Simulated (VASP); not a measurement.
Write the native input for VASP 6.6.1 that does the following.

```yaml
Task: single point
Functional: PBE
Potentials_or_basis: VASP PAW PBE potentials, release 64 (Cd, S)
Cutoff: 520 eV
k_mesh: 7 × 7 × 7
Occupations: fermi-dirac, width 0.02 eV
Spin: no spin polarisation
Dipole_correction: no
Further_INCAR_settings: ALGO = Normal; EDIFF = 1e-06; NBANDS = 16
```

The structure of CdS lies in POSCAR:

```
CdS
1.0
    0.0588590693      2.9723829996      2.9723829996
    2.9723829996      0.0588590693      2.9723829996
    2.9723829996      2.9723829996      0.0588590693
Cd S
1 1
Direct
    0.0000000000      0.0000000000      0.0000000000
    0.7500000000      0.7500000000      0.7500000000
```

This cell differs from its parent crystal: equal xy, yz and zx shear strains of +2 %.

One way to write it, as run:

INCAR

```
SYSTEM = CdS
PREC = Accurate
ENCUT = 520
EDIFF = 1E-6
ISMEAR = -1
SIGMA = 0.02
LREAL = .False.
LASPH = .True.
NELM = 80
ALGO = Normal
ISIF = 2
LWAVE = .False.
LCHARG = .False.
GGA = PE
NBANDS = 16
```

KPOINTS

```
Automatic mesh
0
Gamma
  7 7 7
  0 0 0
```

Potentials or basis: VASP PAW PBE potentials, release 64 (Cd, S).

Run with:

```console
$ cat potpaw_PBE.64/Cd/POTCAR potpaw_PBE.64/S/POTCAR > POTCAR
$ mpirun -np 1 vasp_std > vasp.out
```

Results of the run:

```json
{
  "Pressure": "1.6 GPa",
  "Largest force": "0.193 eV/Å",
  "Band gap on the k mesh": "1.06 eV, direct"
}
```

Caveat: the cell differs from its parent crystal (equal xy, yz and zx shear strains of +2 %).

Run time: 18 s on 1 thread of Intel(R) Xeon(R) Platinum 8488C (Sapphire Rapids), on a shared host, peak memory 0.18 GiB.
